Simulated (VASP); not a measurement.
A run of VASP 6.6.1 is set up as follows.

The input POSCAR:

```
PbO
1.0
    4.0164246111      0.0000000000      0.0000000000
    0.0000000000      4.0164246111      0.0000000000
    0.0000000000      0.0000000000      5.0431797749
Pb O
2 2
Direct
    0.0000000000      0.5000000000      0.2400000000
    0.5000000000      0.0000000000      0.7600000000
    0.0000000000      0.0000000000      0.0000000000
    0.5000000000      0.5000000000      0.0000000000
```

File INCAR.step1:

```
PREC = Accurate
ENCUT = 520
ISMEAR = 0
SIGMA = 0.01
LREAL = F
LASPH = T
NELM = 60
NBANDS = 28
GGA = PE
ALGO = Normal
EDIFF = 1E-4
LWAVE = T
LCHARG = F
```

File INCAR.step2:

```
PREC = Accurate
ENCUT = 520
EDIFF = 1E-7
ISMEAR = 0
SIGMA = 0.01
LREAL = F
LASPH = T
NELM = 60
ALGO = Normal
ISIF = 2
LWAVE = F
LCHARG = F
METAGGA = R2SCAN
LMIXTAU = T
NBANDS = 28
ISTART = 1
```

KPOINTS

```
regular mesh
0
Gamma
  4 4 4
```

Potentials or basis: VASP PAW PBE potentials, release 64 (Pb_d, O).

Launch:

```bash
$ cat potpaw_PBE.64/Pb_d/POTCAR potpaw_PBE.64/O/POTCAR > POTCAR
$ cp INCAR.step1 INCAR
$ mpirun -np 1 vasp_std > vasp.out
$ cp INCAR.step2 INCAR
$ mpirun -np 1 vasp_std > vasp.out
```

(1) Predict the pressure.

(2) What does it give for the band gap on the k mesh?

(3) Predict the largest force.

Answers

(1) -1.5 GPa.

(2) 1.49 eV (least direct gap 2.45 eV).

(3) 0.548 eV/Å.

Caveat: the PAW data sets were made with another functional, which shifts forces and pressure a little; spin-orbit coupling is left out, which moves the levels of the heavy elements.
